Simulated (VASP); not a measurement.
Si2Ni: single point with PBE

Crystal: Si2Ni.

```
Si Ni
1.0
     0.00000    2.60853    2.60853
     2.60853    0.00000    2.60853
     2.60853    2.60853    0.00000
Si Ni
2 1
Direct
  0.25000 0.25000 0.25000
  0.75000 0.75000 0.75000
  0.00000 0.00000 0.00000
```

```json
{
  "Program": "VASP 6.6.1",
  "Task": "single point",
  "Functional": "PBE",
  "Potentials or basis": "VASP PAW PBE potentials, release 64 (Si, Ni)",
  "Cutoff": "520 eV",
  "k mesh": "14 × 14 × 14",
  "Occupations": "gaussian, width 0.1 eV",
  "Spin": "no spin polarisation",
  "Dipole correction": "no",
  "Further INCAR settings": "ALGO = Normal; EDIFF = 1e-07; NBANDS = 16"
}
```

* Pressure: 24.8 GPa
* Band gap on the k mesh: zero (bands 9 and 10 overlap by 2.11 eV)

Levels at points of the mesh, in eV from the Fermi level:
```tsv
k point	band 6	band 7	band 8	band 9	band 10	band 11	band 12	band 13
(0.00, 0.00, 0.00)	-4.27	0.47	1.73	1.73	1.73	1.95	1.95	1.95
(0.50, 0.00, 0.00)	-4.04	-4.04	-1.85	-1.85	1.72	1.72	1.83	3.15
(0.50, 0.50, 0.00)	-4.32	-4.32	-4.13	-3.78	-0.39	1.05	7.54	9.08
```

Run time: 48 s on 1 thread of Intel(R) Xeon(R) Platinum 8488C (Sapphire Rapids) (shared host), peak memory 0.19 GiB.

Caveat: the cell stands under pressure. Spin polarisation is off, so any magnetic state and its effect on volume and gap are missing.
